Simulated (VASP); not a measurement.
# ScIr3C (Pm-3m) in VASP: further runs

ScIr3C is run at these levels: PBE; tasks: single point.

Everything below comes from runs of VASP 6.6.1. Logs are shortened: lines on timing, memory, paths and dates and some standing lists are left out, and cuts for length are marked.

### Step 1. The cell of the first run

The structure is cubic, space group Pm-3m (No. 221). Conventional cell: a = 4.767 Å, b = 4.767 Å, c = 4.767 Å, α = 90.00°, β = 90.00°, γ = 90.00°. Sc (site symmetry m-3m) has 6 Ir at 2.38 Å within 3.1 Å. Ir (site symmetry 4/mmm) has 2 Sc at 2.38 Å within 3.1 Å. C (site symmetry m-3m) has 12 Ir at 3.37 Å and 8 Sc at 4.13 Å within 4.4 Å.

### Step 2. Single point, PBE

INCAR reads:

```
SYSTEM = ScIr3C
PREC = Accurate
ENCUT = 520
EDIFF = 1E-6
ISMEAR = 1
SIGMA = 0.05
LREAL = .False.
LASPH = .True.
NELM = 80
ALGO = Normal
ISIF = 2
LWAVE = .False.
LCHARG = .True.
GGA = PE
LELF = .True.
LVHAR = .True.
NBANDS = 29
```

KPOINTS reads:

```
Automatic mesh
0
Gamma
  5 5 5
  0 0 0
```

POSCAR reads:

```
ScIr3C
1.0
    4.7669889446      0.0000000000      0.0000000000
    0.0000000000      4.7669889446      0.0000000000
    0.0000000000      0.0000000000      4.7669889446
Sc Ir C
1 3 1
Direct
    0.0000000000      0.0000000000      0.0000000000
    0.5000000000      0.0000000000      0.0000000000
    0.0000000000      0.5000000000      0.0000000000
    0.0000000000      0.0000000000      0.5000000000
    0.5000000000      0.5000000000      0.5000000000
```

Potentials or basis: VASP PAW PBE potentials, release 64 (Sc_sv, Ir, C).

On the command line:

```sh
$ cat potpaw_PBE.64/Sc_sv/POTCAR potpaw_PBE.64/Ir/POTCAR potpaw_PBE.64/C/POTCAR > POTCAR
$ mpirun -np 1 vasp_std > vasp.out
```

OUTCAR:

```text
SYSTEM = ScIr3C
   PREC = Accurate
   ENCUT = 520
   EDIFF = 1E-6
   ISMEAR = 1
   LREAL = .False.
   LASPH = .True.
   NELM = 80
   ISIF = 2
   GGA = PE

 ion  position               nearest neighbor table
   1  0.000  0.000  0.000-   2 2.38   3 2.38   4 2.38   4 2.38   3 2.38   2 2.38
   2  0.500  0.000  0.000-   1 2.38   1 2.38   4 3.37   4 3.37   3 3.37   3 3.37   3 3.37   4 3.37
                             4 3.37   3 3.37
   3  0.000  0.500  0.000-   1 2.38   1 2.38   4 3.37   4 3.37   2 3.37   2 3.37   4 3.37   4 3.37
                             2 3.37   2 3.37
   4  0.000  0.000  0.500-   1 2.38   1 2.38   3 3.37   2 3.37   2 3.37   3 3.37   3 3.37   3 3.37
                             2 3.37   2 3.37
   5  0.500  0.500  0.500-

  LATTYP: Found a simple cubic cell.
 ALAT       =     4.7669889446

  Lattice vectors:

 A1 = (   4.7669889446,   0.0000000000,   0.0000000000)
 A2 = (   0.0000000000,   4.7669889446,   0.0000000000)
 A3 = (   0.0000000000,   0.0000000000,   4.7669889446)

Analysis of symmetry for initial positions (statically):
=====================================================================
 Subroutine PRICEL returns:
 Original cell was already a primitive cell.

 Routine SETGRP: Setting up the symmetry group for a
 simple cubic supercell.

 Subroutine GETGRP returns: Found 48 space group operations
 (whereof 48 operations were pure point group operations)
 out of a pool of 48 trial point group operations.

The static configuration has the point symmetry O_h .

Analysis of symmetry for dynamics (positions and initial velocities):
=====================================================================
 Subroutine PRICEL returns:
 Original cell was already a primitive cell.

 Routine SETGRP: Setting up the symmetry group for a
 simple cubic supercell.

 Subroutine GETGRP returns: Found 48 space group operations
 (whereof 48 operations were pure point group operations)
 out of a pool of 48 trial point group operations.

The dynamic configuration has the point symmetry O_h .

 Subroutine INISYM returns: Found 48 space group operations
 (whereof 48 operations are pure point group operations),
 and found     1 'primitive' translations

----------------------------------------------------------------------------------------

                                     Primitive cell

  volume of cell :     108.3259

  direct lattice vectors                    reciprocal lattice vectors
     4.766988945  0.000000000  0.000000000     0.209776027  0.000000000  0.000000000
     0.000000000  4.766988945  0.000000000     0.000000000  0.209776027  0.000000000
     0.000000000  0.000000000  4.766988945     0.000000000  0.000000000  0.209776027

  length of vectors
     4.766988945  4.766988945  4.766988945     0.209776027  0.209776027  0.209776027

  position of ions in fractional coordinates (direct lattice)
     0.000000000  0.000000000  0.000000000
     0.500000000  0.000000000  0.000000000
     0.000000000  0.500000000  0.000000000
     0.000000000  0.000000000  0.500000000
     0.500000000  0.500000000  0.500000000

  ion indices of the primitive-cell ions
   primitive index   ion index
                 1           1
                 2           2
                 3           3
                 4           4
                 5           5

----------------------------------------------------------------------------------------

 KPOINTS: Automatic mesh

Automatic generation of k-mesh.
 Grid dimensions read from file:
 generate k-points for:    5    5    5

 Generating k-lattice:

  Cartesian coordinates                     Fractional coordinates (reciprocal lattice)
     0.041955205  0.000000000  0.000000000     0.200000000  0.000000000  0.000000000
     0.000000000  0.041955205  0.000000000     0.000000000  0.200000000  0.000000000
     0.000000000  0.000000000  0.041955205     0.000000000  0.000000000  0.200000000

  Length of vectors
     0.041955205  0.041955205  0.041955205

  Shift w.r.t. Gamma in fractional coordinates (k-lattice)
     0.000000000  0.000000000  0.000000000

 Subroutine IBZKPT returns following result:
 ===========================================

 Found     10 irreducible k-points:

 Following reciprocal coordinates:
            Coordinates               Weight
  0.000000  0.000000  0.000000      1.000000
  0.200000  0.000000  0.000000      6.000000
  0.400000  0.000000  0.000000      6.000000
  0.200000  0.200000  0.000000     12.000000
  0.400000  0.200000  0.000000     24.000000
  0.400000  0.400000  0.000000     12.000000
  0.200000  0.200000  0.200000      8.000000
  0.400000  0.200000  0.200000     24.000000
  0.400000  0.400000  0.200000     24.000000
  0.400000  0.400000  0.400000      8.000000
   k-points           NKPTS =     10   k-points in BZ     NKDIM =     10   number of bands    NBANDS=     29
   number of dos      NEDOS =    301   number of ions     NIONS =      5
   total plane-waves  NPLWV =  46656
   dimension x,y,z NGX =    36 NGY =   36 NGZ =   36
   dimension x,y,z NGXF=    72 NGYF=   72 NGZF=   72
   ions per type =               1   3   1
   NGX,Y,Z   is equivalent  to a cutoff of  12.55, 12.55, 12.55 a.u.
   NGXF,Y,Z  is equivalent  to a cutoff of  25.11, 25.11, 25.11 a.u.
 SYSTEM =  ScIr3C
   PREC   = accura    normal or accurate (medium, high low for compatibility)
   ISTART =      0    job   : 0-new  1-cont  2-samecut
   ICHARG =      2    charge: 1-file 2-atom 10-const
   ISPIN  =      1    spin polarized calculation?
   LNONCOLLINEAR =      F non collinear calculations
   LSORBIT =      F    spin-orbit coupling
   LASPH  =      T    aspherical Exc in radial PAW
   ENCUT  =  520.0 eV  38.22 Ry    6.18 a.u.   8.86  8.86  8.86*2*pi/ulx,y,z
   NELM   =     80;   NELMIN=  2; NELMDL= -5     # of ELM steps
   EDIFF  = 0.1E-05   stopping-criterion for ELM
   LREAL  =      F    real-space projection
   EDIFFG = 0.1E-04   stopping-criterion for IOM
   NSW    =      0    number of steps for IOM
   IBRION =     -1    ionic relax: 0-MD 1-quasi-New 2-CG
   NFREE  =      0    steps in history (QN), initial steepest desc. (CG)
   ISIF   =      2    stress and relaxation
   ISYM   =      2    0-nonsym 1-usesym 2-fastsym
   POTIM  = 0.5000    time-step for ionic-motion
   TEBEG  =    0.0;   TEEND  =   0.0 temperature during run
   PSTRESS=    0.0 pullay stress
   NELECT =      42.0000    total number of electrons
   NUPDOWN=      -1.0000    fix difference up-down
   EMIN   =  10.00;   EMAX   =-10.00  energy-range for DOS
   EFERMI =   0.00;   METHOD = LEGACY
   ISMEAR =     1;   SIGMA  =   0.05  broadening in eV -4-tet -1-fermi 0-gaus
   EFERMI_NEDOS =   21; number of points for ismear=-14 and -15
   IALGO  =     38    algorithm
   IMIX   =      4    mixing-type and parameters
     AMIX     =   0.40;   BMIX     =  1.00
     AMIX_MAG =   1.60;   BMIX_MAG =  1.00
  volume/ion in A,a.u.               =      21.67       146.20
  Fermi-wavevector in a.u.,A,eV,Ry     =   1.193751  2.255862 19.388869  1.425042
  Thomas-Fermi vector in A             =   2.329758
   LORBIT       =      0    0 simple, 1 ext, 2 COOP (PROOUT), +10 PAW based schemes
   GGA     = PE    functional components
   LHFCALC =     F    Hartree Fock is set to
   AEXX    =    0.0000 exact exchange contribution
   IVDW    =     0    specifies the selected vdW correction
   LEPSILON=     F    determine dielectric tensor
   LRPA    =     F    only Hartree local field effects (RPA)
 non-spin polarized calculation
 Methfessel and Paxton  Order N= 1 SIGMA  =   0.05
  energy-cutoff  :      520.00
  volume of cell :      108.33
 maximum number of plane-waves:      2945
 NGX is ok and might be reduce to    36
   NGX = 17   NGY = 17   NGZ = 17

 number of electron      42.0000017 magnetization

 Free energy of the ion-electron system (eV)
  ---------------------------------------------------
  ext. energy  EPLUGINS =         0.00000000
  ---------------------------------------------------
  free energy    TOTEN  =       -27.17409734 eV

  energy without entropy =      -27.17656921  energy(sigma->0) =      -27.17492129

 E-fermi :   2.6662     XC(G=0): -10.3945

 val. band max:        2.6400058309   @ k =   0.2000   0.2000   0.0000
 cond. band min:       2.7597424541   @ k =   0.4000   0.2000   0.2000
 fundamental gap:      0.1197366232
 Fermi energy:         2.6661699442

 k-point     1 :       0.0000    0.0000    0.0000
  band No.  band energies     occupation
      1     -44.7322      2.00000
      2     -23.5382      2.00000
      3     -23.5382      2.00000
      4     -23.5382      2.00000
      5      -6.2000      2.00000
      6      -1.8595      2.00000
[... 21 lines left out ...]
     28       6.8557      0.00000
     29       6.8557      0.00000

 k-point     2 :       0.2000    0.0000    0.0000
  band No.  band energies     occupation
      1     -44.7271      2.00000
      2     -23.5907      2.00000
      3     -23.5399      2.00000
      4     -23.5399      2.00000
      5      -6.1253      2.00000
      6      -1.7642      2.00000
[... 21 lines left out ...]
     28       6.9630      0.00000
     29       6.9941      0.00000

 k-point     3 :       0.4000    0.0000    0.0000
  band No.  band energies     occupation
      1     -44.7189      2.00000
      2     -23.6745      2.00000
      3     -23.5426      2.00000
      4     -23.5426      2.00000
      5      -5.9969      2.00000
      6      -1.7812      2.00000
[... 21 lines left out ...]
     28       7.2961      0.00000
     29       7.2961      0.00000

 k-point     4 :       0.2000    0.2000    0.0000
  band No.  band energies     occupation
      1     -44.7220      2.00000
      2     -23.5924      2.00000
      3     -23.5923      2.00000
      4     -23.5416      2.00000
      5      -6.0649      2.00000
      6      -1.6118      2.00000
[... 149 lines left out ...]
     28       6.5685      0.00000
     29       6.5737      0.00000

 k-point     9 :       0.4000    0.4000    0.2000
  band No.  band energies     occupation
      1     -44.7005      2.00000
      2     -23.6808      2.00000
      3     -23.6808      2.00000
      4     -23.5997      2.00000
      5      -5.8979      2.00000
      6      -0.7743      2.00000
[... 21 lines left out ...]
     28       5.9929      0.00000
     29       6.0923      0.00000

 k-point    10 :       0.4000    0.4000    0.4000
  band No.  band energies     occupation
      1     -44.6923      2.00000
      2     -23.6837      2.00000
      3     -23.6836      2.00000
      4     -23.6836      2.00000
      5      -5.8850      2.00000
      6      -0.5064      2.00000
[... 21 lines left out ...]
     28       5.3150      0.00000
     29       5.3150      0.00000

------------------------ aborting loop because EDIFF is reached ----------------------------------------

  FORCE on cell =-STRESS in cart. coord.  units (eV):
  Direction    XX          YY          ZZ          XY          YZ          ZX
  --------------------------------------------------------------------------------------
  -------------------------------------------------------------------------------------
  Total       -3.0463275     -3.0463275     -3.0463275      0.0000000      0.0000000     -0.0000000
  in kB      -45.0562186    -45.0562186    -45.0562186      0.0000000      0.0000000     -0.0000000
  external PRESSURE =     -45.0562186 kB  Pullay stress =       0.0000000 kB

 VOLUME and BASIS-vectors are now :
 -----------------------------------------------------------------------------
  energy-cutoff  :      520.00
  volume of cell :      108.33
      direct lattice vectors                 reciprocal lattice vectors
     4.766988945  0.000000000  0.000000000     0.209776027  0.000000000  0.000000000
     0.000000000  4.766988945  0.000000000     0.000000000  0.209776027  0.000000000
     0.000000000  0.000000000  4.766988945     0.000000000  0.000000000  0.209776027

 POSITION                                       TOTAL-FORCE (eV/Angst)
 -----------------------------------------------------------------------------------
      0.00000      0.00000      0.00000         0.000000      0.000000      0.000000
      2.38349      0.00000      0.00000         0.000000      0.000000      0.000000
      0.00000      2.38349      0.00000         0.000000      0.000000      0.000000
      0.00000      0.00000      2.38349         0.000000      0.000000      0.000000
      2.38349      2.38349      2.38349         0.000000      0.000000      0.000000
 -----------------------------------------------------------------------------------
    total drift:                                0.000000      0.000000     -0.000000

  FREE ENERGIE OF THE ION-ELECTRON SYSTEM (eV)
  ---------------------------------------------------
  free  energy   TOTEN  =       -27.1740973371 eV

  energy  without entropy=      -27.1765692090  energy(sigma->0) =      -27.17492129
```

Wall time 14 s (1 thread of Intel Xeon 6975P-C (Granite Rapids), shared host); peak memory 0.22 GiB.

What came out:

| Quantity | Value |
| --- | --- |
| Free energy | -27.1741 eV |
| Pressure | -4.5 GPa |
| Band gap on the k mesh | zero (band 21 reaches 2.98 eV, above the bottom of band 22 at 2.59 eV) |

Caveat: spin-orbit coupling is left out, which moves the levels of the heavy elements.

### Step 3. Single point, PBE

This run uses another cell than the first one, of 22.21 Å³/atom, 1.025 times its volume.

INCAR reads:

```
SYSTEM = ScIr3C
ALGO     = Normal         ! electronic algorithm
EDIFF    = 1E-6           ! SCF threshold, eV
ENCUT    = 520            ! plane-wave cutoff, eV
GGA      = PE             ! functional
ISIF     = 2              ! what is computed and relaxed
ISMEAR   = 1              ! smearing method
LASPH    = .True.         ! aspherical terms in the spheres
LCHARG   = .False.        ! write CHGCAR
LREAL    = .False.        ! projectors in reciprocal space
LWAVE    = .False.        ! write WAVECAR
NBANDS   = 29             ! bands
NELM     = 100            ! most SCF steps
PREC     = Accurate       ! precision mode
SIGMA    = 0.05           ! smearing width, eV
```

KPOINTS reads:

```
k-points
0
Gamma
  5 5 5
  0 0 0
```

Changes to POSCAR since step 2:

```diff
@@ -2,5 +2,5 @@
 1.0
-    4.7669889446      0.0000000000      0.0000000000
-    0.0000000000      4.7669889446      0.0000000000
-    0.0000000000      0.0000000000      4.7669889446
+    4.8068819201      0.0000000000      0.0000000000
+    0.0000000000      4.8068819201      0.0000000000
+    0.0000000000      0.0000000000      4.8068819201
 Sc Ir C
```

Potentials or basis: VASP PAW PBE potentials, release 64 (Sc_sv, Ir, C).

On the command line:

```sh
$ cat potpaw_PBE.64/Sc_sv/POTCAR potpaw_PBE.64/Ir/POTCAR potpaw_PBE.64/C/POTCAR > POTCAR
$ mpirun -np 1 vasp_std > vasp.out
```

Wall time 14 s (1 thread of Intel Xeon 6975P-C (Granite Rapids), shared host); peak memory 0.21 GiB.

It converged, with:

```yaml
Free_energy: -27.0838 eV
Pressure: -6.1 GPa
Band_gap_on_the_k_mesh: zero (band 21 reaches 2.76 eV, above the bottom of band 22 at 2.39 eV)
```

Levels at points of the mesh, in eV from the Fermi level:
```csv
k point,band 18,band 19,band 20,band 21,band 22,band 23,band 24,band 25
"(0.00, 0.00, 0.00)",-0.45,-0.45,-0.45,0.22,0.22,0.22,0.42,2.34
```

Caveat: spin-orbit coupling is left out, which moves the levels of the heavy elements.
